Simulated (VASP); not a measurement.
# Mo (Im-3m) in VASP: notebook, part 2 of 2

VASP 6.6.1. The steps go on from the part before.

## (3) Single point, PBE (volume scaled by 0.88)

Contents of INCAR:

```
SYSTEM = Mo
PREC = Accurate ; ENCUT = 520
EDIFF = 1E-6 ; ISMEAR = -1
SIGMA = 0.1 ; LREAL = .FALSE.
LASPH = .TRUE. ; NELM = 100
ALGO = Normal ; ISIF = 2
LWAVE = .FALSE. ; LCHARG = .FALSE.
GGA = PE ; NBANDS = 13
```

Contents of KPOINTS:

```
Automatic mesh
0
G
  23 23 23
  0 0 0
```

Contents of POSCAR:

```
Mo
1.0
   -1.5154105269      1.5154105269      1.5154105269
    1.5154105269     -1.5154105269      1.5154105269
    1.5154105269      1.5154105269     -1.5154105269
Mo
1
Direct
    0.0000000000      0.0000000000      0.0000000000
```

Potentials or basis: VASP PAW PBE potentials, release 64 (Mo_sv).

The run is started by

```console
> cat potpaw_PBE.64/Mo_sv/POTCAR > POTCAR
> mpirun -np 1 vasp_std > vasp.out
```

OUTCAR:

```text
SYSTEM = Mo
   PREC = Accurate
   ENCUT = 520
   EDIFF = 1E-6
   ISMEAR = -1
   LREAL = .FALSE.
   LASPH = .TRUE.
   NELM = 100
   ISIF = 2
   GGA = PE

 ion  position               nearest neighbor table
   1  0.000  0.000  0.000-

  LATTYP: Found a body centered cubic cell.
 ALAT       =     3.0308210538

  Lattice vectors:

 A1 = (  -1.5154105269,   1.5154105269,   1.5154105269)
 A2 = (   1.5154105269,  -1.5154105269,   1.5154105269)
 A3 = (   1.5154105269,   1.5154105269,  -1.5154105269)

Analysis of symmetry for initial positions (statically):
=====================================================================
 Subroutine PRICEL returns:
 Original cell was already a primitive cell.

 Routine SETGRP: Setting up the symmetry group for a
 body centered cubic supercell.

 Subroutine GETGRP returns: Found 48 space group operations
 (whereof 48 operations were pure point group operations)
 out of a pool of 48 trial point group operations.

The static configuration has the point symmetry O_h .

Analysis of symmetry for dynamics (positions and initial velocities):
=====================================================================
 Subroutine PRICEL returns:
 Original cell was already a primitive cell.

 Routine SETGRP: Setting up the symmetry group for a
 body centered cubic supercell.

 Subroutine GETGRP returns: Found 48 space group operations
 (whereof 48 operations were pure point group operations)
 out of a pool of 48 trial point group operations.

The dynamic configuration has the point symmetry O_h .

 Subroutine INISYM returns: Found 48 space group operations
 (whereof 48 operations are pure point group operations),
 and found     1 'primitive' translations

----------------------------------------------------------------------------------------

                                     Primitive cell

  volume of cell :      13.9204

  direct lattice vectors                    reciprocal lattice vectors
    -1.515410527  1.515410527  1.515410527     0.000000000  0.329943597  0.329943597
     1.515410527 -1.515410527  1.515410527     0.329943597  0.000000000  0.329943597
     1.515410527  1.515410527 -1.515410527     0.329943597  0.329943597  0.000000000

  length of vectors
     2.624768027  2.624768027  2.624768027     0.466610710  0.466610710  0.466610710

  position of ions in fractional coordinates (direct lattice)
     0.000000000  0.000000000  0.000000000

  ion indices of the primitive-cell ions
   primitive index   ion index
                 1           1

----------------------------------------------------------------------------------------

 KPOINTS: Automatic mesh

Automatic generation of k-mesh.
 Grid dimensions read from file:
 generate k-points for:   23   23   23

 Generating k-lattice:

  Cartesian coordinates                     Fractional coordinates (reciprocal lattice)
     0.000000000  0.014345374  0.014345374     0.043478261  0.000000000  0.000000000
     0.014345374  0.000000000  0.014345374     0.000000000  0.043478261  0.000000000
     0.014345374  0.014345374  0.000000000     0.000000000  0.000000000  0.043478261

  Length of vectors
     0.020287422  0.020287422  0.020287422

  Shift w.r.t. Gamma in fractional coordinates (k-lattice)
     0.000000000  0.000000000  0.000000000

 Subroutine IBZKPT returns following result:
 ===========================================

 Found    364 irreducible k-points:

 Following reciprocal coordinates:
            Coordinates               Weight
  0.000000  0.000000  0.000000      1.000000
  0.043478  0.000000  0.000000     12.000000
  0.086957  0.000000  0.000000     12.000000
  0.130435  0.000000  0.000000     12.000000
  0.173913  0.000000  0.000000     12.000000
  0.217391  0.000000  0.000000     12.000000
[... 16 lines left out ...]
  0.478261  0.043478 -0.000000     24.000000
  0.086957  0.086957  0.000000     24.000000
 [... further k-points ...]
   k-points           NKPTS =    364   k-points in BZ     NKDIM =    364   number of bands    NBANDS=     13
   number of dos      NEDOS =    301   number of ions     NIONS =      1
   total plane-waves  NPLWV =   8000
   dimension x,y,z NGX =    20 NGY =   20 NGZ =   20
   dimension x,y,z NGXF=    40 NGYF=   40 NGZF=   40
   ions per type =               1
   NGX,Y,Z   is equivalent  to a cutoff of  12.67, 12.67, 12.67 a.u.
   NGXF,Y,Z  is equivalent  to a cutoff of  25.33, 25.33, 25.33 a.u.
 SYSTEM =  Mo
   PREC   = accura    normal or accurate (medium, high low for compatibility)
   ISTART =      0    job   : 0-new  1-cont  2-samecut
   ICHARG =      2    charge: 1-file 2-atom 10-const
   ISPIN  =      1    spin polarized calculation?
   LNONCOLLINEAR =      F non collinear calculations
   LSORBIT =      F    spin-orbit coupling
   LASPH  =      T    aspherical Exc in radial PAW
   ENCUT  =  520.0 eV  38.22 Ry    6.18 a.u.   4.88  4.88  4.88*2*pi/ulx,y,z
   NELM   =    100;   NELMIN=  2; NELMDL= -5     # of ELM steps
   EDIFF  = 0.1E-05   stopping-criterion for ELM
   LREAL  =      F    real-space projection
   EDIFFG = 0.1E-04   stopping-criterion for IOM
   NSW    =      0    number of steps for IOM
   IBRION =     -1    ionic relax: 0-MD 1-quasi-New 2-CG
   NFREE  =      0    steps in history (QN), initial steepest desc. (CG)
   ISIF   =      2    stress and relaxation
   ISYM   =      2    0-nonsym 1-usesym 2-fastsym
   POTIM  = 0.5000    time-step for ionic-motion
   TEBEG  =    0.0;   TEEND  =   0.0 temperature during run
   PSTRESS=    0.0 pullay stress
   NELECT =      14.0000    total number of electrons
   NUPDOWN=      -1.0000    fix difference up-down
   EMIN   =  10.00;   EMAX   =-10.00  energy-range for DOS
   EFERMI =   0.00;   METHOD = LEGACY
   ISMEAR =    -1;   SIGMA  =   0.10  broadening in eV -4-tet -1-fermi 0-gaus
   EFERMI_NEDOS =   21; number of points for ismear=-14 and -15
   IALGO  =     38    algorithm
   IMIX   =      4    mixing-type and parameters
     AMIX     =   0.40;   BMIX     =  1.00
     AMIX_MAG =   1.60;   BMIX_MAG =  1.00
  volume/ion in A,a.u.               =      13.92        93.94
  Fermi-wavevector in a.u.,A,eV,Ry     =   1.640214  3.099555 36.603786  2.690302
  Thomas-Fermi vector in A             =   2.730890
   LORBIT       =      0    0 simple, 1 ext, 2 COOP (PROOUT), +10 PAW based schemes
   GGA     = PE    functional components
   LHFCALC =     F    Hartree Fock is set to
   AEXX    =    0.0000 exact exchange contribution
   IVDW    =     0    specifies the selected vdW correction
   LEPSILON=     F    determine dielectric tensor
   LRPA    =     F    only Hartree local field effects (RPA)
 non-spin polarized calculation
  energy-cutoff  :      520.00
  volume of cell :       13.92
 maximum number of plane-waves:       386
   NGX =  9   NGY =  9   NGZ =  9

 number of electron      14.0000004 magnetization

 Free energy of the ion-electron system (eV)
  ---------------------------------------------------
  ext. energy  EPLUGINS =         0.00000000
  ---------------------------------------------------
  free energy    TOTEN  =       -10.71522825 eV

  energy without entropy =      -10.69640074  energy(sigma->0) =      -10.70581449

 E-fermi :  14.5861     XC(G=0): -14.0565

 val. band max:       14.5799421930   @ k =  -0.2174   0.3478   0.0870
 cond. band min:      14.6157310320   @ k =   0.3478   0.0870   0.0870
 fundamental gap:      0.0357888390
 Fermi energy:        14.5860587122

 k-point     1 :       0.0000    0.0000    0.0000
  band No.  band energies     occupation
      1     -46.7801      2.00000
      2     -19.7209      2.00000
      3     -19.7209      2.00000
      4     -19.7209      2.00000
      5       6.9812      2.00000
      6      12.9423      2.00000
      7      12.9423      2.00000
      8      12.9423      2.00000
      9      16.4218      0.00000
     10      16.4218      0.00000
     11      29.5273      0.00000
     12      29.5273      0.00000
     13      29.5273      0.00000
[... 353 lines left out ...]
 k-point    24 :       0.0870    0.0870    0.0000
  band No.  band energies     occupation
      1     -46.6953      2.00000
      2     -20.1657      2.00000
      3     -19.8225      2.00000
      4     -19.7609      2.00000
      5       8.0347      2.00000
      6      12.4490      2.00000
      7      12.5852      2.00000
      8      14.1057      1.98373
      9      15.6612      0.00004
     10      16.5449      0.00000
     11      30.3629      0.00000
     12      31.2488      0.00000
     13      31.5298      0.00000

 [... further k-points ...]

------------------------ aborting loop because EDIFF is reached ----------------------------------------

  FORCE on cell =-STRESS in cart. coord.  units (eV):
  Direction    XX          YY          ZZ          XY          YZ          ZX
  --------------------------------------------------------------------------------------
  -------------------------------------------------------------------------------------
  Total        3.7653370      3.7653370      3.7653370      0.0000000     -0.0000000      0.0000000
  in kB      433.3746950    433.3746950    433.3746950      0.0000000     -0.0000000      0.0000000
  external PRESSURE =     433.3746950 kB  Pullay stress =       0.0000000 kB

 VOLUME and BASIS-vectors are now :
 -----------------------------------------------------------------------------
  energy-cutoff  :      520.00
  volume of cell :       13.92
      direct lattice vectors                 reciprocal lattice vectors
    -1.515410527  1.515410527  1.515410527     0.000000000  0.329943597  0.329943597
     1.515410527 -1.515410527  1.515410527     0.329943597  0.000000000  0.329943597
     1.515410527  1.515410527 -1.515410527     0.329943597  0.329943597  0.000000000

 POSITION                                       TOTAL-FORCE (eV/Angst)
 -----------------------------------------------------------------------------------
      0.00000      0.00000      0.00000         0.000000     -0.000000     -0.000000
 -----------------------------------------------------------------------------------
    total drift:                                0.000000     -0.000000      0.000000

  FREE ENERGIE OF THE ION-ELECTRON SYSTEM (eV)
  ---------------------------------------------------
  free  energy   TOTEN  =       -10.7152282476 eV

  energy  without entropy=      -10.6964007397  energy(sigma->0) =      -10.70581449
```

OSZICAR:

```text
N       E                     dE             d eps       ncg     rms          rms(c)
DAV:   1     0.933127279561E+02    0.93313E+02   -0.80447E+03  9525   0.112E+03
DAV:   2    -0.101688388807E+02   -0.10348E+03   -0.99690E+02 10814   0.316E+02
DAV:   3    -0.112634477655E+02   -0.10946E+01   -0.10923E+01 10609   0.325E+01
DAV:   4    -0.112657854911E+02   -0.23377E-02   -0.23377E-02 10684   0.181E+00
DAV:   5    -0.112657990000E+02   -0.13509E-04   -0.13509E-04 10799   0.123E-01    0.192E+01
DAV:   6    -0.107978638315E+02    0.46794E+00   -0.53421E-01  9759   0.930E+00    0.657E+00
DAV:   7    -0.107186860790E+02    0.79178E-01   -0.14451E-01 10499   0.467E+00    0.751E-01
DAV:   8    -0.107151754049E+02    0.35107E-02   -0.38075E-03  9804   0.797E-01    0.130E-01
DAV:   9    -0.107152224223E+02   -0.47017E-04   -0.56553E-05 11279   0.929E-02    0.809E-02
DAV:  10    -0.107152277138E+02   -0.52914E-05   -0.13945E-05  9954   0.474E-02    0.414E-03
DAV:  11    -0.107152282476E+02   -0.53382E-06   -0.12113E-07  5427   0.458E-03
   1 F= -.10715228E+02 E0= -.10705814E+02  d E =-.188275E-01
```

It took 37 s on 1 thread of Intel Xeon Platinum 8488C (Sapphire Rapids), shared host; peak memory 0.17 GiB.

What came out:

| Item | Value |
| --- | --- |
| Free energy | -10.7152 eV |
| Pressure | 43.3 GPa |
| Band gap on the k mesh | zero (band 7 reaches 19.08 eV, above the bottom of band 8 at 12.94 eV) |

## (4) Single point, PBE (volume scaled by 0.92)

Contents of INCAR:

```
SYSTEM = Mo
ALGO = Normal
EDIFF = 1E-7
ENCUT = 520
GGA = PE
ISIF = 2
ISMEAR = -1
LASPH = .TRUE.
LCHARG = .TRUE.
LELF = .TRUE.
LREAL = .FALSE.
LVHAR = .TRUE.
LWAVE = .FALSE.
NBANDS = 13
NELM = 100
PREC = Accurate
SIGMA = 0.1
```

Contents of KPOINTS:

```
k-points
0
G
  23 23 23
  0 0 0
```

Contents of POSCAR:

```
Mo
1.0
   -1.5380319296      1.5380319296      1.5380319296
    1.5380319296     -1.5380319296      1.5380319296
    1.5380319296      1.5380319296     -1.5380319296
Mo
1
Direct
    0.0000000000      0.0000000000      0.0000000000
```

The run is started by

```console
> cat potpaw_PBE.64/Mo_sv/POTCAR > POTCAR
> mpirun -np 1 vasp_std > vasp.out
```

It took 42 s on 1 thread of Intel Xeon Platinum 8488C (Sapphire Rapids), shared host; peak memory 0.18 GiB.

Results (log left out):

| Item | Value |
| --- | --- |
| Free energy | -10.8510 eV |
| Pressure | 25.9 GPa |
| Band gap on the k mesh | zero (band 7 reaches 18.04 eV, above the bottom of band 8 at 12.27 eV) |

Levels at points of the mesh, in eV from the Fermi level:
```tsv
k point	band 5	band 6	band 7	band 8	band 9	band 10
(0.00, 0.00, 0.00)	-7.47	-1.53	-1.53	-1.53	1.77	1.77
```

## (5) Single point, PBE (volume scaled by 0.96)

Contents of INCAR:

```
ALGO = Normal ; EDIFF = 1E-6
ENCUT = 520 ; GGA = PE
ISIF = 2 ; ISMEAR = -1
LASPH = True ; LCHARG = False
LREAL = False ; LWAVE = False
NBANDS = 13 ; NELM = 60
PREC = Accurate ; SIGMA = 0.1
```

Contents of KPOINTS:

```
k-points
0
Gamma
  23 23 23
```

Contents of POSCAR:

```
Mo
1.0
   -1.5600067832      1.5600067832      1.5600067832
    1.5600067832     -1.5600067832      1.5600067832
    1.5600067832      1.5600067832     -1.5600067832
Mo
1
Direct
    0.0000000000      0.0000000000      0.0000000000
```

The run is started by

```console
> cat potpaw_PBE.64/Mo_sv/POTCAR > POTCAR
> mpirun -np 1 vasp_std > vasp.out
```

Run time: 40 s. Hardware: 1 thread of Intel Xeon Platinum 8488C (Sapphire Rapids), shared host; peak memory 0.18 GiB.

It converged, with:

| Quantity | Value |
| --- | --- |
| Free energy | -10.9243 eV |
| Pressure | 11.6 GPa |
| Band gap on the k mesh | zero (band 7 reaches 17.08 eV, above the bottom of band 8 at 11.64 eV) |

Levels at points of the mesh, in eV from the Fermi level:
| k point | band 3 | band 4 | band 5 | band 6 | band 7 | band 8 | band 9 | band 10 | band 11 | band 12 |
| --- | --- | --- | --- | --- | --- | --- | --- | --- | --- | --- |
| (0.00, 0.00, 0.00) | -34.49 | -34.49 | -7.33 | -1.42 | -1.42 | -1.42 | 1.71 | 1.71 | 14.87 | 14.87 |

## (6) Overview

```csv
task,cell,k mesh,cutoff (eV),gap on the mesh (eV),pressure (GPa)
relaxation of cell and atoms,"relaxed from a = 2.726 Å, angles 109.5°, 1 atom",14 × 14 × 14,600,none,-0.1
single point,"a = 2.625 Å, angles 109.5°, 1 atom",23 × 23 × 23,520,none,43.3
single point,"a = 2.664 Å, angles 109.5°, 1 atom",23 × 23 × 23,520,none,25.9
single point,"a = 2.702 Å, angles 109.5°, 1 atom",23 × 23 × 23,520,none,11.6
```

Alike in all rows: level PBE; potentials or basis VASP PAW PBE potentials, release 64 (Mo_sv); no spin polarisation; smearing fermi-dirac 0.1 eV.

Absolute energies hang on the potentials; compare differences alone.
